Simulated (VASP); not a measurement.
Runs of VASP 6.6.1 on CdS. The structure is that of space group F-43m (No. 216), or close to it. The cells are those of the table. 

```tsv
cell	gap on the mesh (eV)	pressure (GPa)	largest force (eV/Å)
a = 4.116, b = 4.054 Å, angles 60.5, 61.0, 60.5°, 2 atoms	1.55	2.4	0.23
a = 4.116, b = 4.193 Å, angles 59.4, 58.8, 59.4°, 2 atoms	1.54	2.4	0.29
a = 4.115, b = 4.162 Å, angles 59.6, 59.3, 59.6°, 2 atoms	(a)	2.3	0.17
a = 4.116, b = 4.208 Å, angles 59.3, 58.5, 59.3°, 2 atoms	(c)	2.5	0.35
a = 4.115, b = 4.131 Å, angles 59.9, 59.8, 59.9°, 2 atoms	1.60	2.3	0.06
a = 4.115, b = 4.146 Å, angles 59.8, 59.5, 59.8°, 2 atoms	(b)	2.3	0.11
a = 4.116, b = 3.992 Å, angles 61.0, 62.0, 61.0°, 2 atoms	1.49	2.6	0.46
a = 4.116, b = 4.223 Å, angles 59.1, 58.3, 59.1°, 2 atoms	1.50	2.5	0.40
```

Alike in all rows: task single point; level r2SCAN; potentials or basis VASP PAW PBE potentials, release 64 (Cd, S); no spin polarisation; k mesh 8 × 8 × 8; cutoff (eV) 520; smearing gaussian 0.05 eV.

Question: Fill in the values left out.

Answer: (a) 1.57; (b) 1.58; (c) 1.52.

Caveats: the PAW data sets were made with another functional, which shifts forces and pressure a little.

A k mesh can miss the band edges, and the runs leave out spin-orbit coupling on Cd.
